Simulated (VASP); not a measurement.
Here is a VASP 6.6.1 calculation.

Contents of POSCAR:

```
SrTiO3
1.0
    3.6576949929      0.0000000000      0.0000000000
    0.0000000000      3.6576949929      0.0000000000
    0.0000000000      0.0000000000      3.6576949929
Sr Ti O
1 1 3
Direct
    0.0000000000      0.0000000000      0.0000000000
    0.5000000000      0.5000000000      0.5000000000
    0.5000000000      0.0000000000      0.5000000000
    0.5000000000      0.5000000000      0.0000000000
    0.0000000000      0.5000000000      0.5000000000
```

Contents of INCAR.step1:

```
SYSTEM = SrTiO3
  PREC = Accurate
  ENCUT = 1480
  ISMEAR = 0
  SIGMA = 0.02
  LREAL = .FALSE.
  LASPH = .TRUE.
  NELM = 200
  LMAXMIX = 4
  LDAU = .TRUE.
  LDAUTYPE = 2
  LDAUL = -1 2 -1
  LDAUU = 0 4 0
  LDAUJ = 0 0 0
  NBANDS = 28
  GGA = PE
  ALGO = Normal
  EDIFF = 1E-5
  LWAVE = .TRUE.
  LCHARG = .FALSE.
  GGA_COMPAT = .FALSE.
```

INCAR.step2

```
SYSTEM = SrTiO3
  PREC = Accurate
  ENCUT = 1480
  EDIFF = 1E-6
  ISMEAR = 0
  SIGMA = 0.02
  LREAL = .FALSE.
  LASPH = .TRUE.
  NELM = 200
  ALGO = Normal
  ISIF = 2
  LWAVE = .FALSE.
  LCHARG = .TRUE.
  LMAXMIX = 4
  LDAU = .TRUE.
  LDAUTYPE = 2
  LDAUL = -1 2 -1
  LDAUU = 0 4 0
  LDAUJ = 0 0 0
  LDAUPRINT = 1
  METAGGA = R2SCAN
  LMIXTAU = .TRUE.
  LELF = .TRUE.
  LVHAR = .TRUE.
  NBANDS = 28
  ISTART = 1
  GGA_COMPAT = .FALSE.
```

File KPOINTS:

```
regular mesh
0
G
  6 6 6
  0 0 0
```

Potentials or basis: VASP PAW PBE potentials, release 64 (Sr_sv, Ti_sv, O_h).

Command:

```bash
$ cat potpaw_PBE.64/Sr_sv/POTCAR potpaw_PBE.64/Ti_sv/POTCAR potpaw_PBE.64/O_h/POTCAR > POTCAR
$ cp INCAR.step1 INCAR
$ mpirun -np 1 vasp_std > vasp.out
$ cp INCAR.step2 INCAR
$ mpirun -np 1 vasp_std > vasp.out
```

(1) Predict the band gap on the k mesh.

(2) Predict the pressure.

## Answers

(1) 3.33 eV (least direct gap 3.58 eV).

(2) 65.6 GPa.

Caveat: the cell stands under pressure; the PAW data sets were made with another functional, which shifts forces and pressure a little.
